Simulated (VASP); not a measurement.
Here is a VASP 6.6.1 calculation.

File INCAR:

```
SYSTEM = Te2As
PREC = Accurate ; ENCUT = 520
EDIFF = 1E-6 ; ISMEAR = 0
SIGMA = 0.1 ; LREAL = .FALSE.
LASPH = .TRUE. ; NELM = 100
ALGO = Normal ; ISIF = 2
LWAVE = .FALSE. ; LCHARG = .FALSE.
GGA = PE ; NBANDS = 26
```

KPOINTS

```
regular mesh
0
G
  10 10 4
  0 0 0
```

File POSCAR:

```
Te2As
1.0
    4.2496302000      0.0000000000      0.0000000000
    0.0000000000      4.2496302000      0.0000000000
    0.0000000000      0.0000000000      9.8210144000
Te As
4 2
Direct
    0.5000000000      0.0000000000      0.6426350000
    0.0000000000      0.5000000000      0.3573650000
    0.5000000000      0.0000000000      0.0321970000
    0.0000000000      0.5000000000      0.9678030000
    0.5000000000      0.0000000000      0.3633000000
    0.0000000000      0.5000000000      0.6367000000
```

Potentials or basis: VASP PAW PBE potentials, release 64 (Te, As).

Run with:

```sh
$ cat potpaw_PBE.64/Te/POTCAR potpaw_PBE.64/As/POTCAR > POTCAR
$ mpirun -np 1 vasp_std > vasp.out
```

(1) Estimate the band gap on the k mesh.

(2) Predict the largest force.

(3) Estimate the pressure.

## Answers

(1) zero (bands 17 and 18 overlap by 2.97 eV).

(2) 0.014 eV/Å.

(3) 0.0 GPa.

Caveat: spin-orbit coupling is left out, which moves the levels of the heavy elements.
